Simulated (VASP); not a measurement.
Hg2S3:

```
Hg S
1.0
     4.34808    0.00000    0.00000
    -2.17404    3.76555    0.00000
     0.00000    0.00000    6.76491
Hg S
2 3
Direct
  0.33333 0.66667 0.24500
  0.66667 0.33333 0.75500
  0.00000 0.00000 0.00000
  0.33333 0.66667 0.64500
  0.66667 0.33333 0.35500
```

* Program: VASP 6.6.1
* Task: relaxation of cell and atoms
* Functional: PBE
* Potentials or basis: VASP PAW PBE potentials, release 64 (Hg, S)
* Cutoff: 600 eV
* k mesh: 6 × 6 × 4
* Occupations: gaussian, width 0.1 eV
* Spin: no spin polarisation

At the start: pressure 2.3 GPa; volume 22.15 Å³/atom.

Q: How do energy, volume and symmetry change on relaxing?

A: Over 36 steps the energy falls by 186.1 meV/atom and the volume is 21.91 Å³/atom (-1.1 %); space group P-3m1 (No. 164, to 0.1 Å) before and after.

Step by step:
```tsv
step	energy change (eV)	largest force (eV/Å)	pressure (GPa)	volume (Å³)
1	0.0000	0.6512	2.26	110.76
2	-0.1349	0.3640	-0.76	115.80
3	-0.1607	0.2859	-2.01	118.60
4	-0.3077	0.5075	-0.63	116.00
5	-0.3658	1.1730	7.21	107.46
6	-0.4528	0.8151	2.45	111.79
7	-0.4571	0.8816	3.37	110.83
8	-0.5047	0.8965	3.48	111.07
9	-0.6068	0.9286	4.03	111.59
10	-0.6210	1.0508	6.00	111.74
11	-0.7579	0.7015	3.15	115.71
12	-0.8079	0.3920	0.79	119.60
13	-0.8084	0.3645	0.60	119.95
14	-0.8241	0.3271	0.52	119.82
15	-0.8581	0.2171	0.32	119.34
16	-0.8640	0.2218	0.07	118.07
17	-0.8721	0.1896	0.15	118.66
18	-0.8748	0.1400	-0.12	118.95
19	-0.8762	0.0703	-0.50	119.36
20	-0.8782	0.0682	-0.39	118.91
21	-0.8816	0.0820	-0.05	117.58
22	-0.8817	0.1005	0.06	117.19
23	-0.8831	0.1012	0.03	117.02
24	-0.8872	0.1027	-0.04	116.51
25	-0.8952	0.1025	-0.16	115.50
26	-0.9103	0.0783	-0.33	113.50
27	-0.9218	0.0962	-0.17	109.53
28	-0.9224	0.0159	-0.31	111.38
29	-0.9242	0.0275	-0.29	110.71
30	-0.9269	0.0411	-0.03	109.97
31	-0.9276	0.0665	0.32	109.02
32	-0.9278	0.0570	0.19	109.36
33	-0.9291	0.0367	0.04	109.58
34	-0.9298	0.0572	-0.21	109.93
35	-0.9304	0.0413	-0.02	109.65
36	-0.9305	0.0353	0.06	109.55
```

Final structure:
```
Hg S
1.0
     3.89102    0.00000    0.00000
    -1.94551    3.36972    0.00000
     0.00000    0.00000    8.35482
Hg S
2 3
Direct
  0.33333 0.66667 0.20141
  0.66667 0.33333 0.79859
  0.00000 0.00000 0.00000
  0.33333 0.66667 0.63696
  0.66667 0.33333 0.36304
```

Caveat: a cell axis changed by over 15 % at a fixed basis, so the end point is rough.
